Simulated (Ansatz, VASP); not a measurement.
**Li in VASP and in Ansatz**

The input INCAR:

```
PREC = Accurate
ENCUT = 600
EDIFF = 1E-6
ISMEAR = -1
SIGMA = 0.15
LREAL = F
LASPH = T
NELM = 100
ALGO = Normal
ISIF = 3
LWAVE = F
LCHARG = F
GGA = PE
IVDW = 12
IBRION = 2
NSW = 80
EDIFFG = -0.001
```

Contents of KPOINTS:

```
regular mesh
0
Gamma
  20 20 20
```

File POSCAR:

```
Li
1.0
    0.0000000000      2.0884826780      2.0884826780
    2.0884826780      0.0000000000      2.0884826780
    2.0884826780      2.0884826780      0.0000000000
Li
1
Direct
    0.0000000000      0.0000000000      0.0000000000
```

Input for Ansatz:

```yaml
crystal:
  lattice:
    - [0.0, 2.088482678, 2.088482678]
    - [2.088482678, 0.0, 2.088482678]
    - [2.088482678, 2.088482678, 0.0]
  atoms:
    - { symbol: Li, position: [0.0, 0.0, 0.0] }
basis:
  ecutwfc: 420
kpoints:
  mp_grid: { grid: [20, 20, 20] }
hamiltonian:
  xc: pbe
  dispersion: d3bj
scf:
  occupations: { method: fermi_dirac, width: 0.15 }
output:
  forces: true
  stress: true
  eigenvalues: true
  write_density: true
  write_potential: true
  elf: true
  volumetric_format: npy
relax:
  adjacent_minimum: "off"
  f_tol: 0.001
  max_steps: 60
  cell: { stress_tol: 0.01 }
```

Alike in both runs: task relaxation of cell and atoms; functional PBE; dispersion D3(BJ); k mesh 20 × 20 × 20; occupations fermi-dirac, width 0.15 eV; no spin polarisation.

|  | VASP | Ansatz |
| --- | --- | --- |
| version | VASP 6.6.1 | Ansatz 0.2.0 |
| potentials or method | VASP PAW PBE potentials, release 64 (Li_sv), cutoff 600 eV | scalar-relativistic, plane waves, PAW |
| valence electrons in the cell | 3 | 3 |

```csv
,VASP,Ansatz,Ansatz less VASP
"gap on the k mesh at the Fermi level, each at its own relaxed structure (eV)",none,none,-
relaxed volume (Å³/atom),18.15,18.30,+0.150
relaxed length of the cell vector where the two differ most in proportion (Å),2.950,2.958,+0.0081
```

A gap of «none» marks a metal or a gap that the smearing closes.

Noted on VASP's run: the cutoff is under 1.25 times that of the potentials, so the pressure is a little rough.
